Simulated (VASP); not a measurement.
A run of VASP 6.6.1:

Contents of INCAR:

```
  ALGO = Fast
  EDIFF = 1E-7
  ENCUT = 520
  GGA = PS
  ISIF = 2
  ISMEAR = -1
  LASPH = T
  LCHARG = T
  LELF = T
  LREAL = F
  LVHAR = T
  LWAVE = F
  NBANDS = 11
  NELM = 60
  PREC = Accurate
  SIGMA = 0.05
```

The input KPOINTS:

```
k-points
0
Gamma
  8 8 8
```

POSCAR

```
Ba
1.0
   -2.4375108103      2.4375108103      2.4375108103
    2.4375108103     -2.4375108103      2.4375108103
    2.4375108103      2.4375108103     -2.4375108103
Ba
1
Direct
    0.0000000000      0.0000000000      0.0000000000
```

Potentials or basis: VASP PAW PBE potentials, release 64 (Ba_sv).

Launch:

```bash
$ cat potpaw_PBE.64/Ba_sv/POTCAR > POTCAR
$ mpirun -np 1 vasp_std > vasp.out
```

Hardware: 1 thread of Intel Xeon 6975P-C, on a shared host.

Estimate the wall time of this run.

Wall time 14 s on 1 thread of Intel Xeon 6975P-C, with other jobs on the host, peak memory 0.17 GiB. Counts: scf iterations 13, k points 29.
